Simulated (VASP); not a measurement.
Fe: single point with RPBE

The system is Fe.

```
CELL_PARAMETERS angstrom
2.37549 0.00000 0.00000
-1.18775 2.05724 0.00000
0.00000 0.00000 3.75694
ATOMIC_POSITIONS crystal
Fe 0.33333 0.66667 0.25000
Fe 0.66667 0.33333 0.75000
```

This cell differs from its parent crystal: volume scaled by 0.88.

```
Program                : VASP 6.6.1
Task                   : single point
Functional             : RPBE
Potentials or basis    : VASP PAW PBE potentials, release 64 (Fe_sv)
Cutoff                 : 600 eV
k mesh                 : 16 × 16 × 9
Occupations            : fermi-dirac, width 0.1 eV
Spin                   : no spin polarisation
Dipole correction      : no
Second run             : valence_matched
Further INCAR settings : ALGO = Normal; EDIFF = 1e-06; NBANDS = 23
```

The pressure is 41.2 GPa and the band gap on the k mesh is zero (band 16 reaches 17.10 eV, above the bottom of band 17 at 14.92 eV).

Stress tensor (GPa, compression positive):
```
40.58  0.00  0.00
 0.00 40.58  0.00
 0.00  0.00 42.34
```

Levels at points of the mesh, in eV from the Fermi level:
```
           k point  band 12  band 13  band 14  band 15  band 16  band 17  band 18  band 19  band 20  band 21
(0.00, 0.00, 0.00)    -1.93    -1.77    -1.38    -1.38    -0.98    -0.98     0.47     0.84     0.84     9.88
(0.50, 0.00, 0.00)    -2.34    -2.28    -1.77    -1.23     0.97     1.24     1.28     3.05     5.45    12.22
```

Run time: 38 s on 1 thread of Intel(R) Xeon(R) Platinum 8375C CPU @ 2.90GHz (Ice Lake), on a shared host, peak memory 0.18 GiB.

Caveat: the PAW data sets were made with another functional, which shifts forces and pressure a little; the run has no spin polarisation, though such a crystal can be magnetic. Spin polarisation is off, so any magnetic state and its effect on volume and gap are missing.
